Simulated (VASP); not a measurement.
The system is SiC.

```
CELL_PARAMETERS angstrom
3.07536 0.00000 0.00000
-1.53768 2.66334 0.00000
0.00000 0.00000 4.99763
ATOMIC_POSITIONS crystal
Si 0.33333 0.66667 0.99909
Si 0.66667 0.33333 0.49909
C 0.33333 0.66667 0.37591
C 0.66667 0.33333 0.87591
```

This cell differs from its parent crystal: uniaxial z strain -1.0%.

Base run:

```yaml
Program: VASP 6.6.1
Functional: r2SCAN
Potentials_or_basis: VASP PAW PBE potentials, release 64 (Si, C)
Cutoff: 520 eV
k_mesh: 12 × 12 × 6
Occupations: gaussian, width 0.01 eV
Spin: no spin polarisation
```

Its results: band gap on the k mesh 2.72 eV, indirect (least direct gap 4.42 eV); pressure 2.1 GPa.

**Question.** The run is repeated on the same cell with these changes: functional from r2SCAN to PBE; k mesh from 12 × 12 × 6 to 6 × 6 × 4. What comes out?

**Answer.** Band gap on the k mesh 2.33 eV, indirect (least direct gap 3.91 eV); pressure 5.8 GPa.

Several settings changed at once, so the effect can't be laid on one alone.

Caveats: the PAW data sets were made with another functional, which shifts forces and pressure a little (some runs).

A k mesh can miss the band edges.
